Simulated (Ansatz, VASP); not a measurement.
# Two plane-wave programs on TaN

```
CELL_PARAMETERS angstrom
2.93631 0.00000 0.00000
-1.46815 2.54291 0.00000
0.00000 0.00000 2.88470
ATOMIC_POSITIONS crystal
Ta 0.00000 0.00000 0.50000
N 0.66667 0.33333 0.00000
```

Alike in both runs: functional r2SCAN; k mesh 18 × 18 × 14; occupations gaussian, width 0.1 eV; no spin polarisation.

Ansatz relaxed the structure, and its values are those at the end. VASP's run is a single point on that final structure, the one shown.

|  | VASP | Ansatz |
| --- | --- | --- |
| version | VASP 6.6.1 | Ansatz 0.2.0 |
| potentials or method | VASP PAW PBE potentials, release 64 (Ta_pv, N), cutoff 520 eV | scalar-relativistic, plane waves, PAW |
| valence electrons in the cell | 16 | 18 |

|  | VASP | Ansatz | Ansatz less VASP |
| --- | --- | --- | --- |
| gap on the k mesh at the Fermi level (eV) | none | none | - |
| pressure (GPa) | 1.6 | 0.0 | -1.55 |

VASP's potentials were made for PBE, not for r2SCAN. A gap of «none» marks a metal or a gap that the smearing closes. The functional is the same, so the differences come from potentials, cutoffs and numerics. VASP's potentials hold 16 valence electrons a cell and Ansatz's 18, so a difference there can come from the potentials and not from the codes.

Spin-orbit coupling is off throughout.
